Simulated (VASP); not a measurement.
PtSe, 2 atoms in the cell. It takes space group Fm-3m (No. 225, cubic). The conventional cell has a = 5.597 Å, b = 5.597 Å, c = 5.597 Å, α = 90.00°, β = 90.00°, γ = 90.00°. Pt (site symmetry m-3m) has 6 Se at 2.80 Å within 3.7 Å. Se (site symmetry m-3m) has 6 Pt at 2.80 Å within 3.7 Å. 

```yaml
Program: VASP 6.6.1
Task: single point
Functional: r2SCAN50
Potentials_or_basis: VASP PAW PBE potentials, release 64 (Pt, Se)
Cutoff: 520 eV
k_mesh: 4 × 4 × 4
Occupations: fermi-dirac, width 0.05 eV
Spin: no spin polarisation
Dipole_correction: no
Grid_for_exact_exchange_PRECFOCK: Normal
Further_INCAR_settings: ALGO = Normal; EDIFF = 1e-06; NBANDS = 15
Share_of_exact_exchange: 0.5
```

Potentials or basis: VASP PAW PBE potentials, release 64 (Pt, Se).

Launch:

```bash
$ cat potpaw_PBE.64/Pt/POTCAR potpaw_PBE.64/Se/POTCAR > POTCAR
$ cp INCAR.step1 INCAR
$ mpirun -np 1 vasp_std > vasp.out
$ cp INCAR.step2 INCAR
$ mpirun -np 1 vasp_std > vasp.out
```

Hardware: 1 thread of Intel Xeon 8259CL, on a shared host.

Question: How long does it take, and how much memory?

Answer: It took 22 min on 1 thread of Intel Xeon 8259CL, with other jobs on the host, peak memory 0.19 GiB. Counts: k points 8.
